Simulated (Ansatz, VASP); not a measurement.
Two plane-wave programs on Y2CF2

The input POSCAR:

```
Y2CF2
1.0
    3.6642918298      0.0000000000      0.0000000000
   -1.8321459149      3.1733698115      0.0000000000
    0.0000000000      0.0000000000      6.3208771579
Y C F
2 1 2
Direct
    0.3333333333      0.6666666667      0.2141676581
    0.6666666667      0.3333333333      0.7858323419
    0.0000000000      0.0000000000      0.0000000000
    0.3333333333      0.6666666667      0.6126078578
    0.6666666667      0.3333333333      0.3873921422
```

File INCAR.step1:

```
ALGO = Normal ; EDIFF = 1E-5
ENCUT = 520 ; GGA = PE
ISIF = 2 ; ISMEAR = 0
KPAR = 4 ; LASPH = T
LCHARG = F ; LREAL = F
LWAVE = T ; NBANDS = 28
NELM = 100 ; PREC = Accurate
SIGMA = 0.01
```

The input INCAR.step2:

```
ALGO = Normal ; EDIFF = 1E-6
ENCUT = 520 ; GGA = PE
HFSCREEN = 0.2079 ; ISIF = 2
ISMEAR = 0 ; ISTART = 1
KPAR = 4 ; LASPH = T
LCHARG = F ; LHFCALC = T
LREAL = F ; LWAVE = F
NBANDS = 28 ; NELM = 100
PREC = Accurate ; PRECFOCK = Fast
SIGMA = 0.01
```

KPOINTS

```
k-points
0
Gamma
  6 6 2
```

Input for Ansatz:

```yaml
crystal:
  lattice:
    - [3.6642918298, 0.0, 0.0]
    - [-1.8321459149, 3.1733698115, 0.0]
    - [0.0, 0.0, 6.3208771579]
  atoms:
    - { symbol: "Y", position: [0.3333333333, 0.6666666667, 0.2141676581] }
    - { symbol: "Y", position: [0.6666666667, 0.3333333333, 0.7858323419] }
    - { symbol: C, position: [0.0, 0.0, 0.0] }
    - { symbol: F, position: [0.3333333333, 0.6666666667, 0.6126078578] }
    - { symbol: F, position: [0.6666666667, 0.3333333333, 0.3873921422] }
kpoints:
  mp_grid: { grid: [6, 6, 2] }
  band_path:
    path:
      - [0.0, 0.0, 0.0]
      - [0.5, 0.0, 0.0]
      - [0.3333333333, 0.3333333333, 0.0]
      - [0.0, 0.0, 0.5]
      - [0.5, 0.0, 0.5]
      - [0.3333333333, 0.3333333333, 0.5]
      - [-0.046875, 0.046875, 0.307292]
      - [0.0, 0.5, 0.0]
    npoints: 1
hamiltonian:
  xc: hse06
scf:
  occupations: { method: fixed }
  n_extra_bands: 5
output:
  forces: true
  stress: true
  eigenvalues: true
  write_density: true
  write_potential: true
  elf: true
  volumetric_format: npy
```

Alike in both runs: task single point; functional HSE06; k mesh 6 × 6 × 2; no spin polarisation.

|  | VASP | Ansatz |
| --- | --- | --- |
| version | VASP 6.6.1 | Ansatz 0.2.0 |
| potentials or method | VASP PAW PBE potentials, release 64 (Y_sv, C, F) | plane waves, PAW |
| plane-wave cutoff (eV) | 520 | 420 |
| occupations | gaussian, width 0.01 eV | fixed |
| valence electrons in the cell | 40 | 40 |

|  | VASP | Ansatz | Ansatz less VASP |
| --- | --- | --- | --- |
| gap on the k mesh at the Fermi level (eV) | 1.94 | 1.94 | +0.002 |
| pressure (GPa) | -0.6 | -0.4 | +0.21 |
| traceless stress, the component that is largest in VASP (GPa) | 0.08 | 0.12 | +0.036 |
| rms of the force components (eV/Å) | 0.085 | 0.077 | -0.0085 |

Atom by atom the forces differ by 0.009 eV/Å (rms over components). Ansatz's warnings: stress exchange threshold loose, stress scf threshold loose.

The k mesh is coarse, so the values compare programs but aren't converged.
